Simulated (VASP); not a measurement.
PbS, 2 atoms in the cell. The structure is cubic, space group Pm-3m (No. 221). The conventional cell has a = 3.555 Å, b = 3.555 Å, c = 3.555 Å, α = 90.00°, β = 90.00°, γ = 90.00°. Within 4.1 Å of Pb (site symmetry m-3m) lie 8 S at 3.08 Å and 6 Pb at 3.55 Å. S (site symmetry m-3m) has 8 Pb at 3.08 Å and 6 S at 3.55 Å within 4.1 Å.  This cell differs from its parent crystal: volume scaled by 0.980.

* Program: VASP 6.6.1
* Task: single point
* Functional: PBEsol
* Potentials or basis: VASP PAW PBE potentials, release 64 (Pb_d, S)
* Cutoff: 520 eV
* k mesh: 8 × 8 × 8
* Occupations: gaussian, width 0.05 eV
* Spin: no spin polarisation
* Dipole correction: no
* Further INCAR settings: ALGO = Normal; EDIFF = 1e-06; NBANDS = 17

Potentials or basis: VASP PAW PBE potentials, release 64 (Pb_d, S).

Run with:

```sh
$ cat potpaw_PBE.64/Pb_d/POTCAR potpaw_PBE.64/S/POTCAR > POTCAR
$ mpirun -np 1 vasp_std > vasp.out
```

Hardware: 1 thread of Intel(R) Xeon(R) 6975P-C (Granite Rapids), with other jobs on the host.

Task: Estimate the wall time of this run.

Result: Wall time 10 s on 1 thread of Intel(R) Xeon(R) 6975P-C (Granite Rapids) (shared host), peak memory 0.16 GiB. Counts: scf iterations 12, k points 35.
